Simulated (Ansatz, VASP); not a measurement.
One calculation of ZnCu, two programs

File INCAR:

```
  PREC = Accurate
  ENCUT = 520
  EDIFF = 1E-6
  ISMEAR = 0
  SIGMA = 0.15
  LREAL = False
  LASPH = True
  NELM = 100
  ALGO = Fast
  ISIF = 2
  LWAVE = False
  LCHARG = False
  GGA = PS
  NBANDS = 18
```

KPOINTS

```
regular mesh
0
Gamma
  18 18 18
```

Contents of POSCAR:

```
ZnCu
1.0
    2.9424672029      0.3304235252      0.3304235252
    0.3304235252      2.9424672029      0.3304235252
    0.3304235252      0.3304235252      2.9424672029
Zn Cu
1 1
Direct
    0.5000000000      0.5000000000      0.5000000000
    0.0000000000      0.0000000000      0.0000000000
```

Input for Ansatz:

```yaml
crystal:
  lattice:
    - [2.9424672029, 0.3304235252, 0.3304235252]
    - [0.3304235252, 2.9424672029, 0.3304235252]
    - [0.3304235252, 0.3304235252, 2.9424672029]
  atoms:
    - { symbol: Zn, position: [0.5, 0.5, 0.5] }
    - { symbol: Cu, position: [0.0, 0.0, 0.0] }
basis:
  ecutwfc: 520.0
kpoints:
  mp_grid: { grid: [18, 18, 18] }
hamiltonian:
  xc: pbesol
  pseudopotentials: { kind: paw }
scf:
  occupations: { method: gaussian, width: 0.15 }
output:
  forces: true
  stress: true
  eigenvalues: true
  write_density: true
  write_potential: true
  elf: true
  volumetric_format: npy
```

Alike in both runs: task single point; functional PBEsol; k mesh 18 × 18 × 18; occupations gaussian, width 0.15 eV; no spin polarisation.

|  | VASP | Ansatz |
| --- | --- | --- |
| version | VASP 6.6.1 | Ansatz 0.2.0 |
| potentials or method | VASP PAW PBE potentials, release 64 (Zn, Cu), cutoff 520 eV | scalar-relativistic, plane waves, PAW |
| valence electrons in the cell | 23 | 31 |

Ansatz gave:

| Quantity | Value |
| --- | --- |
| gap on the k mesh at the Fermi level (eV) | none |
| pressure (GPa) | 10.8 |
| traceless stress, the component that is largest in VASP (GPa) | -7.96 |

Which values does VASP return?

gap on the k mesh at the Fermi level (eV): none; pressure (GPa): 11.6; traceless stress, the component that is largest in VASP (GPa): -8.06.

VASP's potentials were made for PBE, not for PBEsol. A gap of «none» marks a metal or a gap that the smearing closes. VASP's potentials hold 23 valence electrons a cell and Ansatz's 31, so a difference there can come from the potentials and not from the codes.
